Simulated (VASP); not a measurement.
Crystal: K2Os.

```
K Os
1.0
     0.00000    3.66612    3.66612
     3.66612    0.00000    3.66612
     3.66612    3.66612    0.00000
K Os
2 1
Direct
  0.25000 0.25000 0.25000
  0.75000 0.75000 0.75000
  0.00000 0.00000 0.00000
```

The cell was generated, and may not be a known phase.

| Property | Result |
| --- | --- |
| Program | VASP 6.6.1 |
| Task | relaxation of cell and atoms |
| Functional | PBE |
| Potentials or basis | VASP PAW PBE potentials, release 64 (K_sv, Os_sv_GW) |
| Cutoff | 560 eV |
| k mesh | 4 × 4 × 4 |
| Occupations | gaussian, width 0.1 eV |
| Spin | no spin polarisation |

At the start: pressure 4.1 GPa; volume 32.85 Å³/atom.

**Question.** Where does the relaxation end?

**Answer.** Over 4 steps the energy falls by 78.3 meV/atom and the volume is 40.31 Å³/atom (+22.7 %); space group Fm-3m (No. 225, to 0.1 Å) before and after.

The path:
```tsv
step	energy change (eV)	largest force (eV/Å)	pressure (GPa)	volume (Å³)
1	0.0000	0.0000	4.05	98.55
2	-0.1977	0.0000	1.31	110.88
3	-0.2313	0.0000	-0.33	123.89
4	-0.2348	0.0000	-0.04	120.94
```

Final structure:
```xyz
3
Lattice="0.0000 3.9251 3.9251 3.9251 0.0000 3.9251 3.9251 3.9251 0.0000" Properties=species:S:1:pos:R:3 pbc="T T T"
K     1.9625    1.9625    1.9625
K     5.8876    5.8876    5.8876
Os    0.0000    0.0000    0.0000
```

Caveat: the k points lie up to 0.35 Å⁻¹ apart in the final cell; the volume moved by over 15 % at a fixed basis, so the end points are rough.
